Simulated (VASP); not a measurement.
# ZnS (F-43m) in VASP: single point with PBE

Aim: the single point of ZnS with PBE.

Everything below comes from runs of VASP 6.6.1. Logs are shortened: lines on timing, memory, paths and dates and some standing lists are left out, and cuts for length are marked.

### Step 1. The cell of the first run

It takes space group F-43m (No. 216, cubic). The conventional cell has a = 5.442 Å, b = 5.442 Å, c = 5.442 Å, α = 90.00°, β = 90.00°, γ = 90.00°. Within 3.1 Å of Zn (site symmetry -43m) lie 4 S at 2.36 Å. S (site symmetry -43m) has 4 Zn at 2.36 Å within 3.1 Å.

### Step 2. Single point, PBE

File INCAR:

```
PREC = Accurate ; ENCUT = 520
EDIFF = 1E-6 ; ISMEAR = 0
SIGMA = 0.01 ; LREAL = F
LASPH = T ; NELM = 80
ALGO = Normal ; ISIF = 2
LWAVE = F ; LCHARG = F
GGA = PE ; NBANDS = 16
```

File KPOINTS:

```
Automatic mesh
0
Gamma
  10 10 10
```

File POSCAR:

```
ZnS
1.0
    0.0000000000      2.7211543038      2.7211543038
    2.7211543038      0.0000000000      2.7211543038
    2.7211543038      2.7211543038      0.0000000000
Zn S
1 1
Direct
    0.0000000000      0.0000000000      0.0000000000
    0.7500000000      0.7500000000      0.7500000000
```

Potentials or basis: VASP PAW PBE potentials, release 64 (Zn, S).

Started as:

```console
$ cat potpaw_PBE.64/Zn/POTCAR potpaw_PBE.64/S/POTCAR > POTCAR
$ mpirun -np 1 vasp_std > vasp.out
```

OUTCAR:

```text
PREC = Accurate
   ENCUT = 520
   EDIFF = 1E-6
   ISMEAR = 0
   LREAL = F
   LASPH = T
   NELM = 80
   ISIF = 2
   GGA = PE

 ion  position               nearest neighbor table
   1  0.000  0.000  0.000-   2 2.36   2 2.36   2 2.36   2 2.36
   2  0.750  0.750  0.750-   1 2.36   1 2.36   1 2.36   1 2.36

  LATTYP: Found a face centered cubic cell.
 ALAT       =     5.4423086076

  Lattice vectors:

 A1 = (   0.0000000000,   2.7211543038,   2.7211543038)
 A2 = (   2.7211543038,   0.0000000000,   2.7211543038)
 A3 = (   2.7211543038,   2.7211543038,   0.0000000000)

Analysis of symmetry for initial positions (statically):
=====================================================================
 Subroutine PRICEL returns:
 Original cell was already a primitive cell.

 Routine SETGRP: Setting up the symmetry group for a
 face centered cubic supercell.

 Subroutine GETGRP returns: Found 24 space group operations
 (whereof 24 operations were pure point group operations)
 out of a pool of 48 trial point group operations.

The static configuration has the point symmetry T_d .

Analysis of symmetry for dynamics (positions and initial velocities):
=====================================================================
 Subroutine PRICEL returns:
 Original cell was already a primitive cell.

 Routine SETGRP: Setting up the symmetry group for a
 face centered cubic supercell.

 Subroutine GETGRP returns: Found 24 space group operations
 (whereof 24 operations were pure point group operations)
 out of a pool of 48 trial point group operations.

The dynamic configuration has the point symmetry T_d .

 Subroutine INISYM returns: Found 24 space group operations
 (whereof 24 operations are pure point group operations),
 and found     1 'primitive' translations

----------------------------------------------------------------------------------------

                                     Primitive cell

  volume of cell :      40.2986

  direct lattice vectors                    reciprocal lattice vectors
     0.000000000  2.721154304  2.721154304    -0.183745552  0.183745552  0.183745552
     2.721154304  0.000000000  2.721154304     0.183745552 -0.183745552  0.183745552
     2.721154304  2.721154304  0.000000000     0.183745552  0.183745552 -0.183745552

  length of vectors
     3.848293322  3.848293322  3.848293322     0.318256632  0.318256632  0.318256632

  position of ions in fractional coordinates (direct lattice)
     0.000000000  0.000000000  0.000000000
     0.750000000  0.750000000  0.750000000

  ion indices of the primitive-cell ions
   primitive index   ion index
                 1           1
                 2           2

----------------------------------------------------------------------------------------

 KPOINTS: Automatic mesh

Automatic generation of k-mesh.
 Grid dimensions read from file:
 generate k-points for:   10   10   10

 Generating k-lattice:

  Cartesian coordinates                     Fractional coordinates (reciprocal lattice)
    -0.018374555  0.018374555  0.018374555     0.100000000  0.000000000  0.000000000
     0.018374555 -0.018374555  0.018374555     0.000000000  0.100000000  0.000000000
     0.018374555  0.018374555 -0.018374555     0.000000000  0.000000000  0.100000000

  Length of vectors
     0.031825663  0.031825663  0.031825663

  Shift w.r.t. Gamma in fractional coordinates (k-lattice)
     0.000000000  0.000000000  0.000000000

 Subroutine IBZKPT returns following result:
 ===========================================

 Found     47 irreducible k-points:

 Following reciprocal coordinates:
            Coordinates               Weight
  0.000000  0.000000  0.000000      1.000000
  0.100000  0.000000  0.000000      8.000000
  0.200000  0.000000  0.000000      8.000000
  0.300000  0.000000  0.000000      8.000000
  0.400000  0.000000  0.000000      8.000000
  0.500000  0.000000  0.000000      4.000000
[... 16 lines left out ...]
  0.300000  0.300000  0.000000      6.000000
  0.400000  0.300000  0.000000     24.000000
 [... further k-points ...]
   k-points           NKPTS =     47   k-points in BZ     NKDIM =     47   number of bands    NBANDS=     16
   number of dos      NEDOS =    301   number of ions     NIONS =      2
   total plane-waves  NPLWV =  27000
   dimension x,y,z NGX =    30 NGY =   30 NGZ =   30
   dimension x,y,z NGXF=    60 NGYF=   60 NGZF=   60
   ions per type =               1   1
   NGX,Y,Z   is equivalent  to a cutoff of  12.96, 12.96, 12.96 a.u.
   NGXF,Y,Z  is equivalent  to a cutoff of  25.92, 25.92, 25.92 a.u.
 SYSTEM =  unknown system
   PREC   = accura    normal or accurate (medium, high low for compatibility)
   ISTART =      0    job   : 0-new  1-cont  2-samecut
   ICHARG =      2    charge: 1-file 2-atom 10-const
   ISPIN  =      1    spin polarized calculation?
   LNONCOLLINEAR =      F non collinear calculations
   LSORBIT =      F    spin-orbit coupling
   LASPH  =      T    aspherical Exc in radial PAW
   ENCUT  =  520.0 eV  38.22 Ry    6.18 a.u.   7.16  7.16  7.16*2*pi/ulx,y,z
   NELM   =     80;   NELMIN=  2; NELMDL= -5     # of ELM steps
   EDIFF  = 0.1E-05   stopping-criterion for ELM
   LREAL  =      F    real-space projection
   EDIFFG = 0.1E-04   stopping-criterion for IOM
   NSW    =      0    number of steps for IOM
   IBRION =     -1    ionic relax: 0-MD 1-quasi-New 2-CG
   NFREE  =      0    steps in history (QN), initial steepest desc. (CG)
   ISIF   =      2    stress and relaxation
   ISYM   =      2    0-nonsym 1-usesym 2-fastsym
   POTIM  = 0.5000    time-step for ionic-motion
   TEBEG  =    0.0;   TEEND  =   0.0 temperature during run
   PSTRESS=    0.0 pullay stress
   NELECT =      18.0000    total number of electrons
   NUPDOWN=      -1.0000    fix difference up-down
   EMIN   =  10.00;   EMAX   =-10.00  energy-range for DOS
   EFERMI =   0.00;   METHOD = LEGACY
   ISMEAR =     0;   SIGMA  =   0.01  broadening in eV -4-tet -1-fermi 0-gaus
   EFERMI_NEDOS =   21; number of points for ismear=-14 and -15
   IALGO  =     38    algorithm
   IMIX   =      4    mixing-type and parameters
     AMIX     =   0.40;   BMIX     =  1.00
     AMIX_MAG =   1.60;   BMIX_MAG =  1.00
  volume/ion in A,a.u.               =      20.15       135.97
  Fermi-wavevector in a.u.,A,eV,Ry     =   1.251418  2.364838 21.307373  1.566048
  Thomas-Fermi vector in A             =   2.385367
   LORBIT       =      0    0 simple, 1 ext, 2 COOP (PROOUT), +10 PAW based schemes
   GGA     = PE    functional components
   LHFCALC =     F    Hartree Fock is set to
   AEXX    =    0.0000 exact exchange contribution
   IVDW    =     0    specifies the selected vdW correction
   LEPSILON=     F    determine dielectric tensor
   LRPA    =     F    only Hartree local field effects (RPA)
 non-spin polarized calculation
 Gauss-broadening in eV      SIGMA  =   0.01
  energy-cutoff  :      520.00
  volume of cell :       40.30
 maximum number of plane-waves:      1106
 NGX is ok and might be reduce to    30
   NGX = 15   NGY = 15   NGZ = 15

 number of electron      18.0000008 magnetization

 Free energy of the ion-electron system (eV)
  ---------------------------------------------------
  ext. energy  EPLUGINS =         0.00000000
  ---------------------------------------------------
  free energy    TOTEN  =        -6.85256320 eV

  energy without entropy =       -6.85256320  energy(sigma->0) =       -6.85256320

 E-fermi :   1.9593     XC(G=0):  -9.5310

 val. band max:        1.9116692946   @ k =   0.0000   0.0000   0.0000
 cond. band min:       3.9332378837   @ k =   0.0000   0.0000   0.0000
 fundamental gap:      2.0215685890
 Fermi energy:         1.9592746072

 k-point     1 :       0.0000    0.0000    0.0000
  band No.  band energies     occupation
      1     -11.0832      2.00000
      2      -4.3457      2.00000
      3      -4.3457      2.00000
      4      -4.3457      2.00000
      5      -3.8724      2.00000
      6      -3.8724      2.00000
[... 8 lines left out ...]
     15      13.6495      0.00000
     16      13.6634      0.00000

 k-point     2 :       0.1000    0.0000    0.0000
  band No.  band energies     occupation
      1     -11.0104      2.00000
      2      -4.3446      2.00000
      3      -4.3325      2.00000
      4      -4.3325      2.00000
      5      -3.8735      2.00000
      6      -3.8735      2.00000
[... 8 lines left out ...]
     15      13.2144      0.00000
     16      14.2501      0.00000

 k-point     3 :       0.2000    0.0000    0.0000
  band No.  band energies     occupation
      1     -10.8098      2.00000
      2      -4.3239      2.00000
      3      -4.3000      2.00000
      4      -4.3000      2.00000
      5      -3.8735      2.00000
      6      -3.8735      2.00000
[... 8 lines left out ...]
     15      12.8020      0.00000
     16      14.3679      0.00000

 k-point     4 :       0.3000    0.0000    0.0000
  band No.  band energies     occupation
      1     -10.5382      2.00000
      2      -4.2651      2.00000
      3      -4.2651      2.00000
      4      -4.2332      2.00000
      5      -3.8657      2.00000
      6      -3.8657      2.00000
[... 8 lines left out ...]
     15      13.1584      0.00000
     16      13.8132      0.00000

 k-point     5 :       0.4000    0.0000    0.0000
  band No.  band energies     occupation
      1     -10.2946      2.00000
      2      -4.2427      2.00000
      3      -4.2427      2.00000
      4      -3.9981      2.00000
      5      -3.8513      2.00000
      6      -3.8513      2.00000
[... 8 lines left out ...]
     15      14.2755      0.00000
     16      14.2755      0.00000

 k-point     6 :       0.5000    0.0000    0.0000
  band No.  band energies     occupation
      1     -10.1946      2.00000
      2      -4.2357      2.00000
      3      -4.2357      2.00000
      4      -3.8437      2.00000
      5      -3.8437      2.00000
      6      -3.6767      2.00000
[... 8 lines left out ...]
     15      15.2644      0.00000
     16      15.2644      0.00000

 k-point     7 :       0.1000    0.1000    0.0000
  band No.  band energies     occupation
      1     -10.9861      2.00000
      2      -4.3571      2.00000
      3      -4.3216      2.00000
      4      -4.3216      2.00000
      5      -3.8827      2.00000
      6      -3.8656      2.00000
[... 8 lines left out ...]
     15      13.7781      0.00000
     16      14.5221      0.00000

 k-point     8 :       0.2000    0.1000    0.0000
  band No.  band energies     occupation
      1     -10.8279      2.00000
      2      -4.3547      2.00000
      3      -4.2898      2.00000
      4      -4.2889      2.00000
      5      -3.8903      2.00000
      6      -3.8595      2.00000
[... 8 lines left out ...]
     15      13.6481      0.00000
     16      15.2783      0.00000

 k-point     9 :       0.3000    0.1000    0.0000
  band No.  band energies     occupation
      1     -10.5786      2.00000
      2      -4.3097      2.00000
      3      -4.2510      2.00000
      4      -4.2392      2.00000
      5      -3.8860      2.00000
      6      -3.8514      2.00000
[... 8 lines left out ...]
     15      13.8250      0.00000
     16      14.7911      0.00000
[... 172 lines left out ...]
 k-point    19 :       0.5000    0.2000    0.0000
  band No.  band energies     occupation
      1     -10.1012      2.00000
      2      -4.2449      2.00000
      3      -4.1634      2.00000
      4      -3.9865      2.00000
      5      -3.8360      2.00000
      6      -3.7154      2.00000
[... 8 lines left out ...]
     15      15.3302      0.00000
     16      16.3537      0.00000

 k-point    20 :      -0.4000    0.2000    0.0000
  band No.  band energies     occupation
      1     -10.0784      2.00000
      2      -4.2299      2.00000
      3      -4.1722      2.00000
      4      -3.9141      2.00000
      5      -3.8572      2.00000
      6      -3.6645      2.00000
[... 8 lines left out ...]
     15      13.8973      0.00000
     16      16.2539      0.00000

 k-point    21 :      -0.3000    0.2000    0.0000
  band No.  band energies     occupation
      1     -10.2168      2.00000
      2      -4.2277      2.00000
      3      -4.2002      2.00000
      4      -4.0460      2.00000
      5      -3.8817      2.00000
      6      -3.8111      2.00000
[... 8 lines left out ...]
     15      15.0085      0.00000
     16      16.2657      0.00000

 k-point    22 :      -0.2000    0.2000    0.0000
  band No.  band energies     occupation
      1     -10.4462      2.00000
      2      -4.2458      2.00000
      3      -4.2421      2.00000
      4      -4.2187      2.00000
      5      -3.8924      2.00000
      6      -3.8365      2.00000
[... 8 lines left out ...]
     15      14.7076      0.00000
     16      16.3856      0.00000

 k-point    23 :       0.3000    0.3000    0.0000
  band No.  band energies     occupation
      1     -10.3557      2.00000
      2      -4.3821      2.00000
      3      -4.1542      2.00000
      4      -4.1542      2.00000
      5      -3.8996      2.00000
      6      -3.8258      2.00000
[... 8 lines left out ...]
     15      14.7148      0.00000
     16      18.4079      0.00000

 k-point    24 :       0.4000    0.3000    0.0000
  band No.  band energies     occupation
      1     -10.1632      2.00000
      2      -4.3470      2.00000
      3      -4.1116      2.00000
      4      -4.1019      2.00000
      5      -3.8458      2.00000
      6      -3.8186      2.00000
[... 8 lines left out ...]
     15      15.2425      0.00000
     16      17.6187      0.00000

 [... further k-points ...]

------------------------ aborting loop because EDIFF is reached ----------------------------------------

  FORCE on cell =-STRESS in cart. coord.  units (eV):
  Direction    XX          YY          ZZ          XY          YZ          ZX
  --------------------------------------------------------------------------------------
  -------------------------------------------------------------------------------------
  Total        0.0491186      0.0491186      0.0491186      0.0000000      0.0000000      0.0000000
  in kB        1.9528409      1.9528409      1.9528409      0.0000000      0.0000000      0.0000000
  external PRESSURE =       1.9528409 kB  Pullay stress =       0.0000000 kB

 VOLUME and BASIS-vectors are now :
 -----------------------------------------------------------------------------
  energy-cutoff  :      520.00
  volume of cell :       40.30
      direct lattice vectors                 reciprocal lattice vectors
     0.000000000  2.721154304  2.721154304    -0.183745552  0.183745552  0.183745552
     2.721154304  0.000000000  2.721154304     0.183745552 -0.183745552  0.183745552
     2.721154304  2.721154304  0.000000000     0.183745552  0.183745552 -0.183745552

 POSITION                                       TOTAL-FORCE (eV/Angst)
 -----------------------------------------------------------------------------------
      0.00000      0.00000      0.00000         0.000000      0.000000      0.000000
      4.08173      4.08173      4.08173        -0.000000     -0.000000     -0.000000
 -----------------------------------------------------------------------------------
    total drift:                                0.000000      0.000000      0.000000

  FREE ENERGIE OF THE ION-ELECTRON SYSTEM (eV)
  ---------------------------------------------------
  free  energy   TOTEN  =        -6.8525632024 eV

  energy  without entropy=       -6.8525632024  energy(sigma->0) =       -6.85256320
```

It took 48 s on 1 thread of Intel Xeon 8259CL, shared host; peak memory 0.18 GiB.

Results:

| Quantity | Value |
| --- | --- |
| Free energy | -6.8526 eV |
| Pressure | 0.2 GPa |
| Band gap on the k mesh | 2.02 eV |
